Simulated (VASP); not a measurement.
# HfB (Pm-3m) in VASP: further runs

Runs on HfB. Level: PBE. Tasks: single point, relaxation of cell and atoms.

All numbers are computed with VASP 6.6.1; they aren't measurements. Logs are shortened: lines on timing, memory, paths and dates and some standing lists are left out, and cuts for length are marked.

## (1) The cell of the first run

The structure is cubic, space group Pm-3m (No. 221). The conventional cell has a = 3.001 Å, b = 3.001 Å, c = 3.001 Å, α = 90.00°, β = 90.00°, γ = 90.00°. Within 3.4 Å of Hf (site symmetry m-3m) lie 8 B at 2.60 Å and 6 Hf at 3.00 Å. B (site symmetry m-3m) has 8 Hf at 2.60 Å and 6 B at 3.00 Å within 3.4 Å.

## (2) Single point, PBE

Input file INCAR:

```
SYSTEM = HfB
PREC = Accurate
ENCUT = 520
EDIFF = 1E-7
ISMEAR = -1
SIGMA = 0.1
LREAL = .False.
LASPH = .True.
NELM = 100
ALGO = Normal
ISIF = 2
LWAVE = .False.
LCHARG = .False.
GGA = PE
NBANDS = 14
```

Input file KPOINTS:

```
Automatic mesh
0
Gamma
  7 7 7
  0 0 0
```

Input file POSCAR:

```
HfB
1.0
    3.0012621485      0.0000000000      0.0000000000
    0.0000000000      3.0012621485      0.0000000000
    0.0000000000      0.0000000000      3.0012621485
Hf B
1 1
Direct
    0.0000000000      0.0000000000      0.0000000000
    0.5000000000      0.5000000000      0.5000000000
```

Potentials or basis: VASP PAW PBE potentials, release 64 (Hf_pv, B).

The run is started by

```console
$ cat potpaw_PBE.64/Hf_pv/POTCAR potpaw_PBE.64/B/POTCAR > POTCAR
$ mpirun -np 1 vasp_std > vasp.out
```

OUTCAR:

```text
SYSTEM = HfB
   PREC = Accurate
   ENCUT = 520
   EDIFF = 1E-7
   ISMEAR = -1
   LREAL = .False.
   LASPH = .True.
   NELM = 100
   ISIF = 2
   GGA = PE

 ion  position               nearest neighbor table
   1  0.000  0.000  0.000-   2 2.60   2 2.60   2 2.60   2 2.60   2 2.60   2 2.60   2 2.60   2 2.60

   2  0.500  0.500  0.500-   1 2.60   1 2.60   1 2.60   1 2.60   1 2.60   1 2.60   1 2.60   1 2.60

  LATTYP: Found a simple cubic cell.
 ALAT       =     3.0012621485

  Lattice vectors:

 A1 = (   3.0012621485,   0.0000000000,   0.0000000000)
 A2 = (   0.0000000000,   3.0012621485,   0.0000000000)
 A3 = (   0.0000000000,   0.0000000000,   3.0012621485)

Analysis of symmetry for initial positions (statically):
=====================================================================
 Subroutine PRICEL returns:
 Original cell was already a primitive cell.

 Routine SETGRP: Setting up the symmetry group for a
 simple cubic supercell.

 Subroutine GETGRP returns: Found 48 space group operations
 (whereof 48 operations were pure point group operations)
 out of a pool of 48 trial point group operations.

The static configuration has the point symmetry O_h .

Analysis of symmetry for dynamics (positions and initial velocities):
=====================================================================
 Subroutine PRICEL returns:
 Original cell was already a primitive cell.

 Routine SETGRP: Setting up the symmetry group for a
 simple cubic supercell.

 Subroutine GETGRP returns: Found 48 space group operations
 (whereof 48 operations were pure point group operations)
 out of a pool of 48 trial point group operations.

The dynamic configuration has the point symmetry O_h .

 Subroutine INISYM returns: Found 48 space group operations
 (whereof 48 operations are pure point group operations),
 and found     1 'primitive' translations

----------------------------------------------------------------------------------------

                                     Primitive cell

  volume of cell :      27.0341

  direct lattice vectors                    reciprocal lattice vectors
     3.001262148  0.000000000  0.000000000     0.333193154  0.000000000  0.000000000
     0.000000000  3.001262148  0.000000000     0.000000000  0.333193154  0.000000000
     0.000000000  0.000000000  3.001262148     0.000000000  0.000000000  0.333193154

  length of vectors
     3.001262148  3.001262148  3.001262148     0.333193154  0.333193154  0.333193154

  position of ions in fractional coordinates (direct lattice)
     0.000000000  0.000000000  0.000000000
     0.500000000  0.500000000  0.500000000

  ion indices of the primitive-cell ions
   primitive index   ion index
                 1           1
                 2           2

----------------------------------------------------------------------------------------

 KPOINTS: Automatic mesh

Automatic generation of k-mesh.
 Grid dimensions read from file:
 generate k-points for:    7    7    7

 Generating k-lattice:

  Cartesian coordinates                     Fractional coordinates (reciprocal lattice)
     0.047599022  0.000000000  0.000000000     0.142857143  0.000000000  0.000000000
     0.000000000  0.047599022  0.000000000     0.000000000  0.142857143  0.000000000
     0.000000000  0.000000000  0.047599022     0.000000000  0.000000000  0.142857143

  Length of vectors
     0.047599022  0.047599022  0.047599022

  Shift w.r.t. Gamma in fractional coordinates (k-lattice)
     0.000000000  0.000000000  0.000000000

 Subroutine IBZKPT returns following result:
 ===========================================

 Found     20 irreducible k-points:

 Following reciprocal coordinates:
            Coordinates               Weight
  0.000000  0.000000  0.000000      1.000000
  0.142857  0.000000  0.000000      6.000000
  0.285714  0.000000  0.000000      6.000000
  0.428571  0.000000  0.000000      6.000000
  0.142857  0.142857  0.000000     12.000000
  0.285714  0.142857  0.000000     24.000000
[... 12 lines left out ...]
  0.428571  0.428571  0.285714     24.000000
  0.428571  0.428571  0.428571      8.000000
   k-points           NKPTS =     20   k-points in BZ     NKDIM =     20   number of bands    NBANDS=     14
   number of dos      NEDOS =    301   number of ions     NIONS =      2
   total plane-waves  NPLWV =  13824
   dimension x,y,z NGX =    24 NGY =   24 NGZ =   24
   dimension x,y,z NGXF=    48 NGYF=   48 NGZF=   48
   ions per type =               1   1
   NGX,Y,Z   is equivalent  to a cutoff of  13.29, 13.29, 13.29 a.u.
   NGXF,Y,Z  is equivalent  to a cutoff of  26.59, 26.59, 26.59 a.u.
 SYSTEM =  HfB
   PREC   = accura    normal or accurate (medium, high low for compatibility)
   ISTART =      0    job   : 0-new  1-cont  2-samecut
   ICHARG =      2    charge: 1-file 2-atom 10-const
   ISPIN  =      1    spin polarized calculation?
   LNONCOLLINEAR =      F non collinear calculations
   LSORBIT =      F    spin-orbit coupling
   LASPH  =      T    aspherical Exc in radial PAW
   ENCUT  =  520.0 eV  38.22 Ry    6.18 a.u.   5.58  5.58  5.58*2*pi/ulx,y,z
   NELM   =    100;   NELMIN=  2; NELMDL= -5     # of ELM steps
   EDIFF  = 0.1E-06   stopping-criterion for ELM
   LREAL  =      F    real-space projection
   EDIFFG = 0.1E-05   stopping-criterion for IOM
   NSW    =      0    number of steps for IOM
   IBRION =     -1    ionic relax: 0-MD 1-quasi-New 2-CG
   NFREE  =      0    steps in history (QN), initial steepest desc. (CG)
   ISIF   =      2    stress and relaxation
   ISYM   =      2    0-nonsym 1-usesym 2-fastsym
   POTIM  = 0.5000    time-step for ionic-motion
   TEBEG  =    0.0;   TEEND  =   0.0 temperature during run
   PSTRESS=    0.0 pullay stress
   NELECT =      13.0000    total number of electrons
   NUPDOWN=      -1.0000    fix difference up-down
   EMIN   =  10.00;   EMAX   =-10.00  energy-range for DOS
   EFERMI =   0.00;   METHOD = LEGACY
   ISMEAR =    -1;   SIGMA  =   0.10  broadening in eV -4-tet -1-fermi 0-gaus
   EFERMI_NEDOS =   21; number of points for ismear=-14 and -15
   IALGO  =     38    algorithm
   IMIX   =      4    mixing-type and parameters
     AMIX     =   0.40;   BMIX     =  1.00
     AMIX_MAG =   1.60;   BMIX_MAG =  1.00
  volume/ion in A,a.u.               =      13.52        91.22
  Fermi-wavevector in a.u.,A,eV,Ry     =   1.282583  2.423730 22.381831  1.645018
  Thomas-Fermi vector in A             =   2.414886
   LORBIT       =      0    0 simple, 1 ext, 2 COOP (PROOUT), +10 PAW based schemes
   GGA     = PE    functional components
   LHFCALC =     F    Hartree Fock is set to
   AEXX    =    0.0000 exact exchange contribution
   IVDW    =     0    specifies the selected vdW correction
   LEPSILON=     F    determine dielectric tensor
   LRPA    =     F    only Hartree local field effects (RPA)
 non-spin polarized calculation
  energy-cutoff  :      520.00
  volume of cell :       27.03
 maximum number of plane-waves:       739
 NGX is ok and might be reduce to    24
   NGX = 11   NGY = 11   NGZ = 11

 number of electron      12.9999997 magnetization

 Free energy of the ion-electron system (eV)
  ---------------------------------------------------
  ext. energy  EPLUGINS =         0.00000000
  ---------------------------------------------------
  free energy    TOTEN  =       -16.32959744 eV

  energy without entropy =      -16.25778270  energy(sigma->0) =      -16.29369007

 E-fermi :   6.0645     XC(G=0): -11.9538

 val. band max:        6.0193578718   @ k =   0.2857   0.1429   0.1429
 cond. band min:       6.0942124584   @ k =   0.4286   0.1429   0.0000
 fundamental gap:      0.0748545866
 Fermi energy:         6.0644671710

 k-point     1 :       0.0000    0.0000    0.0000
  band No.  band energies     occupation
      1     -24.1264      2.00000
      2     -24.1264      2.00000
      3     -24.1264      2.00000
      4      -4.7195      2.00000
      5       4.1786      2.00000
      6       4.1786      2.00000
      7       8.4128      0.00000
      8       8.4128      0.00000
      9       8.4128      0.00000
     10      11.4118      0.00000
     11      11.4118      0.00000
     12      11.4118      0.00000
     13      15.2492      0.00000
     14      19.1895      0.00000

 k-point     2 :       0.1429    0.0000    0.0000
  band No.  band energies     occupation
      1     -24.2781      2.00000
      2     -24.1125      2.00000
      3     -24.1125      2.00000
      4      -4.2927      2.00000
      5       3.9699      2.00000
      6       4.3588      2.00000
      7       7.6539      0.00000
      8       7.6539      0.00000
      9       8.3063      0.00000
     10      11.5025      0.00000
     11      12.2102      0.00000
     12      12.2102      0.00000
     13      15.8705      0.00000
     14      19.1901      0.00000

 k-point     3 :       0.2857    0.0000    0.0000
  band No.  band energies     occupation
      1     -24.6053      2.00000
      2     -24.0813      2.00000
      3     -24.0813      2.00000
      4      -3.1355      2.00000
      5       2.5951      2.00000
      6       4.8122      1.99999
      7       6.5105      0.02285
      8       6.5105      0.02285
      9       9.6527      0.00000
     10      11.7159      0.00000
     11      13.6331      0.00000
     12      13.6331      0.00000
     13      16.6897      0.00000
     14      16.9953      0.00000
[... 256 lines left out ...]
 k-point    19 :       0.4286    0.4286    0.2857
  band No.  band energies     occupation
      1     -24.6829      2.00000
      2     -24.6778      2.00000
      3     -24.4185      2.00000
      4      -0.3140      2.00000
      5       2.0421      2.00000
      6       2.1701      2.00000
      7       5.8331      1.81997
      8       8.0936      0.00000
      9      10.5578      0.00000
     10      10.7060      0.00000
     11      14.1088      0.00000
     12      15.5407      0.00000
     13      16.5298      0.00000
     14      18.3667      0.00000

 k-point    20 :       0.4286    0.4286    0.4286
  band No.  band energies     occupation
      1     -24.6483      2.00000
      2     -24.6412      2.00000
      3     -24.6412      2.00000
      4       0.5245      2.00000
      5       1.4648      2.00000
      6       1.4648      2.00000
      7       4.1310      2.00000
      8      11.3574      0.00000
      9      11.5018      0.00000
     10      11.5018      0.00000
     11      15.2275      0.00000
     12      15.2275      0.00000
     13      16.7453      0.00000
     14      16.9187      0.00000

------------------------ aborting loop because EDIFF is reached ----------------------------------------

  FORCE on cell =-STRESS in cart. coord.  units (eV):
  Direction    XX          YY          ZZ          XY          YZ          ZX
  --------------------------------------------------------------------------------------
  -------------------------------------------------------------------------------------
  Total       -0.0764831     -0.0764831     -0.0764831      0.0000000      0.0000000      0.0000000
  in kB       -4.5327780     -4.5327780     -4.5327780      0.0000000      0.0000000      0.0000000
  external PRESSURE =      -4.5327780 kB  Pullay stress =       0.0000000 kB

 VOLUME and BASIS-vectors are now :
 -----------------------------------------------------------------------------
  energy-cutoff  :      520.00
  volume of cell :       27.03
      direct lattice vectors                 reciprocal lattice vectors
     3.001262148  0.000000000  0.000000000     0.333193154  0.000000000  0.000000000
     0.000000000  3.001262148  0.000000000     0.000000000  0.333193154  0.000000000
     0.000000000  0.000000000  3.001262148     0.000000000  0.000000000  0.333193154

 POSITION                                       TOTAL-FORCE (eV/Angst)
 -----------------------------------------------------------------------------------
      0.00000      0.00000      0.00000         0.000000      0.000000      0.000000
      1.50063      1.50063      1.50063         0.000000      0.000000      0.000000
 -----------------------------------------------------------------------------------
    total drift:                                0.000000      0.000000      0.000000

  FREE ENERGIE OF THE ION-ELECTRON SYSTEM (eV)
  ---------------------------------------------------
  free  energy   TOTEN  =       -16.3295974353 eV

  energy  without entropy=      -16.2577827000  energy(sigma->0) =      -16.29369007
```

It took 4.1 s on 1 thread of Intel Xeon Platinum 8488C (Sapphire Rapids), shared host; peak memory 0.13 GiB.

What came out:

```yaml
Free_energy: -16.3296 eV
Pressure: -0.5 GPa
```

Caveat: spin-orbit coupling is left out, which moves the levels of the heavy elements.

## (3) Single point, PBE

This run uses another cell than the first one, of 13.31 Å³/atom, 0.985 times its volume.

Input file INCAR:

```
PREC     = Accurate       # precision mode
ENCUT    = 520            # plane-wave cutoff, eV
EDIFF    = 1E-7           # SCF threshold, eV
ISMEAR   = -1             # smearing method
SIGMA    = 0.1            # smearing width, eV
LREAL    = False          # projectors in reciprocal space
LASPH    = True           # aspherical terms in the spheres
NELM     = 100            # most SCF steps
ALGO     = Normal         # electronic algorithm
ISIF     = 2              # what is computed and relaxed
LWAVE    = False          # write WAVECAR
LCHARG   = False          # write CHGCAR
GGA      = PE             # functional
NBANDS   = 14             # bands
```

Input file KPOINTS:

```
Automatic mesh
0
Gamma
  7 7 7
```

Input file POSCAR:

```
HfB
1.0
    2.9861801746      0.0000000000      0.0000000000
    0.0000000000      2.9861801746      0.0000000000
    0.0000000000      0.0000000000      2.9861801746
Hf B
1 1
Direct
    0.0000000000      0.0000000000      0.0000000000
    0.5000000000      0.5000000000      0.5000000000
```

Potentials or basis: VASP PAW PBE potentials, release 64 (Hf_pv, B).

The run is started by

```console
$ cat potpaw_PBE.64/Hf_pv/POTCAR potpaw_PBE.64/B/POTCAR > POTCAR
$ mpirun -np 1 vasp_std > vasp.out
```

It took 4.1 s on 1 thread of Intel Xeon Platinum 8488C (Sapphire Rapids), shared host; peak memory 0.13 GiB.

It converged, with:

```
Free energy : -16.3275 eV
Pressure    : 2.1 GPa
```

Levels at points of the mesh, in eV from the Fermi level:
```
           k point  band 4  band 5  band 6  band 7  band 8  band 9
(0.00, 0.00, 0.00)  -10.86   -1.93   -1.93    2.38    2.38    2.38
```

Caveat: spin-orbit coupling is left out, which moves the levels of the heavy elements.

## (4) Single point, PBE

Input file INCAR:

```
PREC     = Accurate       # precision mode
ENCUT    = 520            # plane-wave cutoff, eV
EDIFF    = 1E-7           # SCF threshold, eV
ISMEAR   = -1             # smearing method
SIGMA    = 0.1            # smearing width, eV
LREAL    = F              # projectors in reciprocal space
LASPH    = T              # aspherical terms in the spheres
NELM     = 100            # most SCF steps
ALGO     = Normal         # electronic algorithm
ISIF     = 2              # what is computed and relaxed
LWAVE    = F              # write WAVECAR
LCHARG   = F              # write CHGCAR
GGA      = PE             # functional
NBANDS   = 14             # bands
```

Input file KPOINTS:

```
regular mesh
0
Gamma
  7 7 7
```

Input file POSCAR:

```
HfB
1.0
    3.0012621485      0.0000000000      0.0000000000
    0.0000000000      3.0012621485      0.0000000000
    0.0000000000      0.0000000000      3.0012621485
Hf B
1 1
Direct
    0.0000000000      0.0000000000      0.0000000000
    0.5000000000      0.5000000000      0.5000000000
```

The run is started by

```console
$ cat potpaw_PBE.64/Hf_pv/POTCAR potpaw_PBE.64/B/POTCAR > POTCAR
$ mpirun -np 1 vasp_std > vasp.out
```

Run time: 4.1 s. Hardware: 1 thread of Intel Xeon Platinum 8488C (Sapphire Rapids), shared host; peak memory 0.13 GiB.

It converged, with:

- Free energy: -16.3296 eV
- Pressure: -0.5 GPa

Levels at points of the mesh, in eV from the Fermi level:
```csv
k point,band 4,band 5,band 6,band 7,band 8,band 9
"(0.00, 0.00, 0.00)",-10.78,-1.89,-1.89,2.35,2.35,2.35
```

Caveat: spin-orbit coupling is left out, which moves the levels of the heavy elements.

## (5) Single point, PBE

This run uses another cell than the first one, of 13.72 Å³/atom, 1.015 times its volume.

Input file INCAR:

```
SYSTEM = HfB
PREC = Accurate
ENCUT = 520
EDIFF = 1E-6
ISMEAR = -1
SIGMA = 0.1
LREAL = .FALSE.
LASPH = .TRUE.
NELM = 60
ALGO = Normal
ISIF = 2
LWAVE = .FALSE.
LCHARG = .FALSE.
GGA = PE
NBANDS = 14
```

Input file KPOINTS:

```
regular mesh
0
G
  7 7 7
  0 0 0
```

Input file POSCAR:

```
HfB
1.0
    3.0161940467      0.0000000000      0.0000000000
    0.0000000000      3.0161940467      0.0000000000
    0.0000000000      0.0000000000      3.0161940467
Hf B
1 1
Direct
    0.0000000000      0.0000000000      0.0000000000
    0.5000000000      0.5000000000      0.5000000000
```

The run is started by

```console
$ cat potpaw_PBE.64/Hf_pv/POTCAR potpaw_PBE.64/B/POTCAR > POTCAR
$ mpirun -np 1 vasp_std > vasp.out
```

It took 4 s on 1 thread of Intel Xeon Platinum 8488C (Sapphire Rapids), shared host; peak memory 0.13 GiB.

Results (log left out):

```yaml
Free_energy: -16.3255 eV
Pressure: -2.8 GPa
```

Levels at points of the mesh, in eV from the Fermi level:
```
           k point  band 3  band 4  band 5  band 6  band 7  band 8  band 9  band 10
(0.00, 0.00, 0.00)  -30.24  -10.70   -1.84   -1.84    2.32    2.32    2.32     5.26
```

Caveat: spin-orbit coupling is left out, which moves the levels of the heavy elements.

(Continued in part 2 of 2.)
